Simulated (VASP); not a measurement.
# Y (I4/mmm) in VASP: notebook

Runs on Y. Level: PBEsol. Tasks: single point.

Program: VASP 6.6.1. These are calculated values, not measurements. Logs are shortened: lines on timing, memory, paths and dates and some standing lists are left out, and cuts for length are marked.

## Step 1: The cell of the first run

It takes space group I4/mmm (No. 139, tetragonal). Conventional cell: a = 3.795 Å, b = 3.795 Å, c = 4.970 Å, α = 90.00°, β = 90.00°, γ = 90.00°. Within 5.0 Å of Y (site symmetry 4/mmm) lie 14 Y at 3.66 to 4.97 Å.

## Step 2: Single point, PBEsol (strain +0.080 along x and y, +0.000 along z)

Contents of INCAR:

```
PREC     = Accurate       # precision mode
ENCUT    = 520            # plane-wave cutoff, eV
EDIFF    = 1E-7           # SCF threshold, eV
ISMEAR   = 0              # smearing method
SIGMA    = 0.15           # smearing width, eV
LREAL    = F              # projectors in reciprocal space
LASPH    = T              # aspherical terms in the spheres
NELM     = 80             # most SCF steps
ALGO     = Fast           # electronic algorithm
ISIF     = 2              # what is computed and relaxed
LWAVE    = F              # write WAVECAR
LCHARG   = F              # write CHGCAR
GGA      = PS             # functional
NBANDS   = 12             # bands
```

Contents of KPOINTS:

```
Automatic mesh
0
Gamma
  16 16 16
```

Contents of POSCAR:

```
Y
1.0
    0.0000000000      2.6838000000      2.4850000000
    2.6838000000      0.0000000000      2.4850000000
    2.6838000000      2.6838000000      0.0000000000
Y
1
Direct
    0.0000000000      0.0000000000      0.0000000000
```

Potentials or basis: VASP PAW PBE potentials, release 64 (Y_sv).

Run with:

```
$ cat potpaw_PBE.64/Y_sv/POTCAR > POTCAR
$ mpirun -np 1 vasp_std > vasp.out
```

OUTCAR:

```text
PREC = Accurate
   ENCUT = 520
   EDIFF = 1E-7
   ISMEAR = 0
   LREAL = F
   LASPH = T
   NELM = 80
   ISIF = 2
   GGA = PS

 ion  position               nearest neighbor table
   1  0.000  0.000  0.000-

  LATTYP: Found a body centered tetragonal cell.
 ALAT       =     3.7954663587
 C/A-ratio  =     1.3094570022

  Lattice vectors:

 A1 = (   0.0000000000,  -2.6838000000,  -2.4850000000)
 A2 = (   0.0000000000,   2.6838000000,  -2.4850000000)
 A3 = (   2.6838000000,   0.0000000000,   2.4850000000)

Analysis of symmetry for initial positions (statically):
=====================================================================
 Subroutine PRICEL returns:
 Original cell was already a primitive cell.

 Routine SETGRP: Setting up the symmetry group for a
 body centered tetragonal supercell.

 Subroutine GETGRP returns: Found 16 space group operations
 (whereof 16 operations were pure point group operations)
 out of a pool of 16 trial point group operations.

The static configuration has the point symmetry D_4h.

Analysis of symmetry for dynamics (positions and initial velocities):
=====================================================================
 Subroutine PRICEL returns:
 Original cell was already a primitive cell.

 Routine SETGRP: Setting up the symmetry group for a
 body centered tetragonal supercell.

 Subroutine GETGRP returns: Found 16 space group operations
 (whereof 16 operations were pure point group operations)
 out of a pool of 16 trial point group operations.

The dynamic configuration has the point symmetry D_4h.

 Subroutine INISYM returns: Found 16 space group operations
 (whereof 16 operations are pure point group operations),
 and found     1 'primitive' translations

----------------------------------------------------------------------------------------

                                     Primitive cell

  volume of cell :      35.7978

  direct lattice vectors                    reciprocal lattice vectors
     0.000000000  2.683800000  2.485000000    -0.186303003  0.186303003  0.201207243
     2.683800000  0.000000000  2.485000000     0.186303003 -0.186303003  0.201207243
     2.683800000  2.683800000  0.000000000     0.186303003  0.186303003 -0.201207243

  length of vectors
     3.657595855  3.657595855  3.795466359     0.331514665  0.331514665  0.331514665

  position of ions in fractional coordinates (direct lattice)
     0.000000000  0.000000000  0.000000000

[... 77 lines left out ...]
   EDIFFG = 0.1E-05   stopping-criterion for IOM
   NSW    =      0    number of steps for IOM
   IBRION =     -1    ionic relax: 0-MD 1-quasi-New 2-CG
   NFREE  =      0    steps in history (QN), initial steepest desc. (CG)
   ISIF   =      2    stress and relaxation
   ISYM   =      2    0-nonsym 1-usesym 2-fastsym
   POTIM  = 0.5000    time-step for ionic-motion
   TEBEG  =    0.0;   TEEND  =   0.0 temperature during run
   PSTRESS=    0.0 pullay stress
   NELECT =      11.0000    total number of electrons
   NUPDOWN=      -1.0000    fix difference up-down
   EMIN   =  10.00;   EMAX   =-10.00  energy-range for DOS
   EFERMI =   0.00;   METHOD = LEGACY
   ISMEAR =     0;   SIGMA  =   0.15  broadening in eV -4-tet -1-fermi 0-gaus
   EFERMI_NEDOS =   21; number of points for ismear=-14 and -15
   IALGO  =     68    algorithm
   IMIX   =      4    mixing-type and parameters
     AMIX     =   0.40;   BMIX     =  1.00
     AMIX_MAG =   1.60;   BMIX_MAG =  1.00
  volume/ion in A,a.u.               =      35.80       241.58
  Fermi-wavevector in a.u.,A,eV,Ry     =   1.104723  2.087624 16.604733  1.220413
  Thomas-Fermi vector in A             =   2.241200
   LORBIT       =      0    0 simple, 1 ext, 2 COOP (PROOUT), +10 PAW based schemes
   GGA     = PS    functional components
   LHFCALC =     F    Hartree Fock is set to
   AEXX    =    0.0000 exact exchange contribution
   IVDW    =     0    specifies the selected vdW correction
   LEPSILON=     F    determine dielectric tensor
   LRPA    =     F    only Hartree local field effects (RPA)
 non-spin polarized calculation
 RMM-DIIS sequential band-by-band and
 Gauss-broadening in eV      SIGMA  =   0.15
  energy-cutoff  :      520.00
  volume of cell :       35.80
 maximum number of plane-waves:       976
   NGX = 13   NGY = 13   NGZ = 15

 number of electron      10.9999999 magnetization

 Free energy of the ion-electron system (eV)
  ---------------------------------------------------
  ext. energy  EPLUGINS =         0.00000000
  ---------------------------------------------------
  free energy    TOTEN  =        -6.71332632 eV

  energy without entropy =       -6.69181730  energy(sigma->0) =       -6.70257181

 E-fermi :   2.5441     XC(G=0):  -9.2019

 val. band max:        2.5414412592   @ k =  -0.3750   0.1875   0.1250
 cond. band min:       2.5464773789   @ k =  -0.1875   0.5000   0.3125
 fundamental gap:      0.0050361197
 Fermi energy:         2.5441158897

 k-point     1 :       0.0000    0.0000    0.0000
  band No.  band energies     occupation
      1     -40.3123      2.00000
      2     -20.0829      2.00000
      3     -20.0829      2.00000
      4     -20.0822      2.00000
      5      -2.0722      2.00000
      6       4.0504      0.00000
      7       4.0504      0.00000
      8       4.5875      0.00000
      9       5.5802      0.00000
     10       6.3033      0.00000
     11      11.3170      0.00000
     12      13.7968      0.00000
[... 331 lines left out ...]
 k-point    24 :      -0.0625    0.0625    0.0000
  band No.  band energies     occupation
      1     -40.3083      2.00000
      2     -20.1165      2.00000
      3     -20.0948      2.00000
      4     -20.0879      2.00000
      5      -1.8499      2.00000
      6       3.8617      0.00000
      7       4.1572      0.00000
      8       4.6674      0.00000
      9       5.4114      0.00000
     10       6.2265      0.00000
     11      11.8000      0.00000
     12      13.3048      0.00000

 [... further k-points ...]
[... 5 lines left out ...]
  --------------------------------------------------------------------------------------
  -------------------------------------------------------------------------------------
  Total       -1.2249425     -1.2249425     -0.8541255      0.0000000     -0.0000000     -0.0000000
  in kB      -54.8238577    -54.8238577    -38.2274733      0.0000000     -0.0000000     -0.0000000
  external PRESSURE =     -49.2917296 kB  Pullay stress =       0.0000000 kB

 VOLUME and BASIS-vectors are now :
 -----------------------------------------------------------------------------
  energy-cutoff  :      520.00
  volume of cell :       35.80
      direct lattice vectors                 reciprocal lattice vectors
     0.000000000  2.683800000  2.485000000    -0.186303003  0.186303003  0.201207243
     2.683800000  0.000000000  2.485000000     0.186303003 -0.186303003  0.201207243
     2.683800000  2.683800000  0.000000000     0.186303003  0.186303003 -0.201207243

 POSITION                                       TOTAL-FORCE (eV/Angst)
 -----------------------------------------------------------------------------------
      0.00000      0.00000      0.00000         0.000000      0.000000      0.000000
 -----------------------------------------------------------------------------------
    total drift:                                0.000000     -0.000000     -0.000000

  FREE ENERGIE OF THE ION-ELECTRON SYSTEM (eV)
  ---------------------------------------------------
  free  energy   TOTEN  =        -6.7133263235 eV

  energy  without entropy=       -6.6918173018  energy(sigma->0) =       -6.70257181
```

OSZICAR:

```text
N       E                     dE             d eps       ncg     rms          rms(c)
DAV:   1     0.239706900929E+02    0.23971E+02   -0.54804E+03  8384   0.819E+02
DAV:   2    -0.560228620669E+01   -0.29573E+02   -0.28835E+02 10184   0.163E+02
DAV:   3    -0.694821715907E+01   -0.13459E+01   -0.13211E+01 12104   0.218E+01
DAV:   4    -0.698536269823E+01   -0.37146E-01   -0.37104E-01  9600   0.352E+00
DAV:   5    -0.698615999698E+01   -0.79730E-03   -0.79726E-03 11048   0.406E-01    0.216E+01
RMM:   6    -0.676451743110E+01    0.22164E+00   -0.18459E-01  9312   0.254E+00    0.129E+01
RMM:   7    -0.671559835810E+01    0.48919E-01   -0.38208E-01 11072   0.369E+00    0.128E+00
RMM:   8    -0.671415590299E+01    0.14425E-02   -0.58775E-02 10037   0.159E+00    0.925E-01
RMM:   9    -0.671350262797E+01    0.65328E-03   -0.12777E-02 12072   0.607E-01    0.305E-01
RMM:  10    -0.671493937099E+01   -0.14367E-02   -0.41672E-03 12089   0.386E-01    0.756E-01
RMM:  11    -0.671333348840E+01    0.16059E-02   -0.21268E-03 10356   0.424E-01    0.117E-01
RMM:  12    -0.671332083079E+01    0.12658E-04   -0.39465E-04 11713   0.178E-01    0.850E-02
RMM:  13    -0.671332358688E+01   -0.27561E-05   -0.17581E-04 12080   0.949E-02    0.110E-02
RMM:  14    -0.671333257487E+01   -0.89880E-05   -0.49023E-05 12595   0.416E-02    0.359E-02
RMM:  15    -0.671332634981E+01    0.62251E-05   -0.95850E-06 11085   0.239E-02    0.769E-03
RMM:  16    -0.671332625254E+01    0.97271E-07   -0.23634E-06 12291   0.103E-02    0.655E-04
RMM:  17    -0.671332632347E+01   -0.70937E-07   -0.73755E-07 10311   0.385E-03
   1 F= -.67133263E+01 E0= -.67025718E+01  d E =-.215090E-01
```

Wall time 80 s (1 thread of Intel Xeon 6975P-C (Granite Rapids), shared host); peak memory 0.3 GiB.

Results:

| Item | Value |
| --- | --- |
| Free energy | -6.7133 eV |
| Pressure | -4.9 GPa |
| Band gap on the k mesh | zero (an odd number of electrons rules out a gap without spin polarisation) |

Levels at points of the mesh, in eV from the Fermi level:
```tsv
k point	band 1	band 2	band 3	band 4	band 5	band 6	band 7	band 8	band 9	band 10
(0.00, 0.00, 0.00)	-42.86	-22.63	-22.63	-22.63	-4.62	1.51	1.51	2.04	3.04	3.76
(0.50, 0.00, 0.00)	-42.81	-23.04	-22.70	-22.66	-1.88	0.40	1.20	1.86	4.53	4.91
(0.50, 0.50, 0.00)	-42.79	-23.02	-22.81	-22.81	-1.46	-0.83	2.32	4.71	5.09	5.09
(0.50, 0.00, 0.50)	-42.80	-23.01	-22.79	-22.73	-1.61	-0.64	1.43	4.65	4.81	5.32
```

Caveat: the cell differs from its parent crystal (strain +0.080 along x and y, +0.000 along z); the cell stands under tension; the PAW data sets were made with another functional, which shifts forces and pressure a little.

## Step 3: Single point, PBEsol (strain -0.080 along x and y, +0.000 along z)

Contents of INCAR:

```
PREC = Accurate
ENCUT = 520
EDIFF = 1E-6
ISMEAR = 0
SIGMA = 0.15
LREAL = False
LASPH = True
NELM = 60
ALGO = Normal
ISIF = 2
LWAVE = False
LCHARG = True
GGA = PS
LELF = True
LVHAR = True
NBANDS = 12
```

Contents of KPOINTS:

```
regular mesh
0
Gamma
  16 16 16
```

Contents of POSCAR:

```
Y
1.0
    0.0000000000      2.2862000000      2.4850000000
    2.2862000000      0.0000000000      2.4850000000
    2.2862000000      2.2862000000      0.0000000000
Y
1
Direct
    0.0000000000      0.0000000000      0.0000000000
```

Potentials or basis: VASP PAW PBE potentials, release 64 (Y_sv).

Run with:

```
$ cat potpaw_PBE.64/Y_sv/POTCAR > POTCAR
$ mpirun -np 1 vasp_std > vasp.out
```

Run time: 38 s. Hardware: 1 thread of Intel Xeon 6975P-C (Granite Rapids), shared host; peak memory 0.26 GiB.

It converged, with:

```
Free energy            : -6.6748 eV
Pressure               : 9.1 GPa
Band gap on the k mesh : zero (an odd number of electrons rules out a gap without spin polarisation)
```

Stress tensor (GPa, compression positive):
```
10.15  0.00  0.00
 0.00 10.15  0.00
 0.00  0.00  7.05
```

Levels at points of the mesh, in eV from the Fermi level:
| k point | band 3 | band 4 | band 5 | band 6 | band 7 | band 8 | band 9 | band 10 |
| --- | --- | --- | --- | --- | --- | --- | --- | --- |
| (0.00, 0.00, 0.00) | -21.55 | -21.55 | -5.01 | 1.48 | 2.35 | 2.35 | 3.90 | 5.28 |
| (0.50, 0.00, 0.00) | -21.77 | -21.63 | -2.27 | 1.33 | 1.52 | 2.27 | 6.35 | 6.82 |
| (0.50, 0.50, 0.00) | -21.86 | -21.86 | -2.33 | -1.19 | 2.57 | 6.73 | 7.15 | 7.15 |
| (0.50, 0.00, 0.50) | -22.12 | -21.92 | -2.32 | -1.38 | 3.75 | 6.43 | 6.61 | 7.69 |

Caveat: the cell differs from its parent crystal (strain -0.080 along x and y, +0.000 along z); the cell stands under pressure; the PAW data sets were made with another functional, which shifts forces and pressure a little.

## Step 4: Single point, PBEsol (strain -0.040 along x and y, -0.080 along z)

Contents of INCAR:

```
SYSTEM = Y
ALGO = Fast ; EDIFF = 1E-7
ENCUT = 520 ; GGA = PS
ISIF = 2 ; ISMEAR = 0
LASPH = .TRUE. ; LCHARG = .FALSE.
LREAL = .FALSE. ; LWAVE = .FALSE.
NBANDS = 12 ; NELM = 80
PREC = Accurate ; SIGMA = 0.15
```

Contents of KPOINTS:

```
k-points
0
G
  16 16 16
  0 0 0
```

Contents of POSCAR:

```
Y
1.0
    0.0000000000      2.3856000000      2.2862000000
    2.3856000000      0.0000000000      2.2862000000
    2.3856000000      2.3856000000      0.0000000000
Y
1
Direct
    0.0000000000      0.0000000000      0.0000000000
```

Run with:

```
$ cat potpaw_PBE.64/Y_sv/POTCAR > POTCAR
$ mpirun -np 1 vasp_std > vasp.out
```

Wall time 76 s (1 thread of Intel Xeon 6975P-C (Granite Rapids), shared host); peak memory 0.27 GiB.

The run converged. Its results:

| Item | Value |
| --- | --- |
| Free energy | -6.6879 eV |
| Pressure | 9.1 GPa |
| Band gap on the k mesh | zero (an odd number of electrons rules out a gap without spin polarisation) |

Stress tensor (GPa, compression positive):
```
 8.60  0.00  0.00
 0.00  8.60  0.00
 0.00  0.00 10.00
```

Levels at points of the mesh, in eV from the Fermi level:
| k point | band 3 | band 4 | band 5 | band 6 | band 7 | band 8 | band 9 | band 10 |
| --- | --- | --- | --- | --- | --- | --- | --- | --- |
| (0.00, 0.00, 0.00) | -21.56 | -21.55 | -5.01 | 1.89 | 1.89 | 2.30 | 4.32 | 4.94 |
| (0.50, 0.00, 0.00) | -21.74 | -21.67 | -2.27 | 1.51 | 1.53 | 2.04 | 6.44 | 6.75 |
| (0.50, 0.50, 0.00) | -22.02 | -22.02 | -2.30 | -1.43 | 3.75 | 6.59 | 7.18 | 7.18 |
| (0.50, 0.00, 0.50) | -21.98 | -21.90 | -2.32 | -1.29 | 3.13 | 6.60 | 6.93 | 7.40 |

Caveat: the cell differs from its parent crystal (strain -0.040 along x and y, -0.080 along z); the cell stands under pressure; the PAW data sets were made with another functional, which shifts forces and pressure a little.

## Step 5: Single point, PBEsol (strain -0.080 along x and y, +0.040 along z)

Contents of INCAR:

```
SYSTEM = Y
ALGO     = Normal         ! electronic algorithm
EDIFF    = 1E-6           ! SCF threshold, eV
ENCUT    = 520            ! plane-wave cutoff, eV
GGA      = PS             ! functional
ISIF     = 2              ! what is computed and relaxed
ISMEAR   = 0              ! smearing method
LASPH    = .TRUE.         ! aspherical terms in the spheres
LCHARG   = .FALSE.        ! write CHGCAR
LREAL    = .FALSE.        ! projectors in reciprocal space
LWAVE    = .FALSE.        ! write WAVECAR
NBANDS   = 12             ! bands
NELM     = 60             ! most SCF steps
PREC     = Accurate       ! precision mode
SIGMA    = 0.15           ! smearing width, eV
```

KPOINTS is that of step 4.

Contents of POSCAR:

```
Y
1.0
    0.0000000000      2.2862000000      2.5844000000
    2.2862000000      0.0000000000      2.5844000000
    2.2862000000      2.2862000000      0.0000000000
Y
1
Direct
    0.0000000000      0.0000000000      0.0000000000
```

Run with:

```
$ cat potpaw_PBE.64/Y_sv/POTCAR > POTCAR
$ mpirun -np 1 vasp_std > vasp.out
```

Run time: 38 s. Hardware: 1 thread of Intel Xeon 6975P-C (Granite Rapids), shared host; peak memory 0.27 GiB.

The run converged. Its results:

```
Free energy            : -6.7091 eV
Pressure               : 6.5 GPa
Band gap on the k mesh : zero (an odd number of electrons rules out a gap without spin polarisation)
```

Stress tensor (GPa, compression positive):
```
7.99 0.00 0.00
0.00 7.99 0.00
0.00 0.00 3.54
```

Levels at points of the mesh, in eV from the Fermi level:
| k point | band 3 | band 4 | band 5 | band 6 | band 7 | band 8 | band 9 | band 10 |
| --- | --- | --- | --- | --- | --- | --- | --- | --- |
| (0.00, 0.00, 0.00) | -21.69 | -21.69 | -4.98 | 1.21 | 2.48 | 2.48 | 3.38 | 5.36 |
| (0.50, 0.00, 0.00) | -21.92 | -21.74 | -2.22 | 1.14 | 1.35 | 2.44 | 6.02 | 6.59 |
| (0.50, 0.50, 0.00) | -21.93 | -21.93 | -2.25 | -1.05 | 2.01 | 6.53 | 6.83 | 6.83 |
| (0.50, 0.00, 0.50) | -22.27 | -22.00 | -2.20 | -1.27 | 3.68 | 6.01 | 6.05 | 7.61 |

Caveat: the cell differs from its parent crystal (strain -0.080 along x and y, +0.040 along z); the cell stands under pressure; the PAW data sets were made with another functional, which shifts forces and pressure a little.

[end of part 1 of 2]
